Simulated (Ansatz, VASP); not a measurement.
Two plane-wave programs on Pd

```
Pd
1.0
     2.76904    0.00000    0.00000
    -1.38452    2.39806    0.00000
     0.00000    0.00000    4.63677
Pd
2
Direct
  0.33333 0.66667 0.75000
  0.66667 0.33333 0.25000
```

Alike in both runs: functional PBE; k mesh 8 × 8 × 4; occupations gaussian, width 0.05 eV; no spin polarisation.

Ansatz relaxed the structure, and its values are those at the end. VASP's run is a single point on that final structure, the one shown.

|  | VASP | Ansatz |
| --- | --- | --- |
| version | VASP 6.6.1 | Ansatz 0.2.0 |
| potentials or method | VASP PAW PBE potentials, release 64 (Pd), cutoff 500 eV | scalar-relativistic, plane waves, PAW |
| valence electrons in the cell | 20 | 36 |

```tsv
	VASP	Ansatz	Ansatz less VASP
gap on the k mesh at the Fermi level (eV)	none	none	-
pressure (GPa)	-0.2	0.1	+0.22
```

A gap of «none» marks a metal or a gap that the smearing closes. With one functional, cell and mesh, what is left measures potentials, basis and numerics. VASP's potentials hold 20 valence electrons a cell and Ansatz's 36, so a difference there can come from the potentials and not from the codes.
